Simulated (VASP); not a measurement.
Here is a VASP 6.6.1 calculation.

POSCAR

```
Ag2O
1.0
    4.7571950000      0.0000000000      0.0000000000
    0.0000000000      4.7571950000      0.0000000000
    0.0000000000      0.0000000000      4.7571950000
Ag O
4 2
Direct
    0.2500000000      0.2500000000      0.2500000000
    0.2500000000      0.7500000000      0.7500000000
    0.7500000000      0.7500000000      0.2500000000
    0.7500000000      0.2500000000      0.7500000000
    0.0000000000      0.0000000000      0.0000000000
    0.5000000000      0.5000000000      0.5000000000
```

INCAR.step1

```
ALGO     = Normal         # electronic algorithm
EDIFF    = 1E-5           # SCF threshold, eV
ENCUT    = 660            # plane-wave cutoff, eV
GGA      = PE             # functional
GGA_COMPAT= F            
ISMEAR   = 0              # smearing method
LASPH    = T              # aspherical terms in the spheres
LCHARG   = F              # write CHGCAR
LREAL    = F              # projectors in reciprocal space
LWAVE    = T              # write WAVECAR
NBANDS   = 37             # bands
NELM     = 120            # most SCF steps
PREC     = Accurate       # precision mode
SIGMA    = 0.1147         # smearing width, eV
```

File INCAR.step2:

```
ALGO     = Normal         # electronic algorithm
EDIFF    = 1E-6           # SCF threshold, eV
ENCUT    = 660            # plane-wave cutoff, eV
GGA_COMPAT= F            
ISIF     = 2              # what is computed and relaxed
ISMEAR   = 0              # smearing method
ISTART   = 1            
LASPH    = T              # aspherical terms in the spheres
LCHARG   = F              # write CHGCAR
LMIXTAU  = T            
LREAL    = F              # projectors in reciprocal space
LWAVE    = F              # write WAVECAR
METAGGA  = R2SCAN         # meta-GGA
NBANDS   = 37             # bands
NELM     = 120            # most SCF steps
PREC     = Accurate       # precision mode
SIGMA    = 0.1147         # smearing width, eV
```

KPOINTS

```
k-points
0
Gamma
  4 4 4
```

Potentials or basis: VASP PAW PBE potentials, release 64 (Ag, O).

Command:

```console
$ cat potpaw_PBE.64/Ag/POTCAR potpaw_PBE.64/O/POTCAR > POTCAR
$ cp INCAR.step1 INCAR
$ mpirun -np 1 vasp_std > vasp.out
$ cp INCAR.step2 INCAR
$ mpirun -np 1 vasp_std > vasp.out
```

Q: What does it give for the band gap on the k mesh?

A: 0.24 eV.

Q: Predict the pressure.

A: -0.2 GPa.

Caveat: the PAW data sets were made with another functional, which shifts forces and pressure a little.
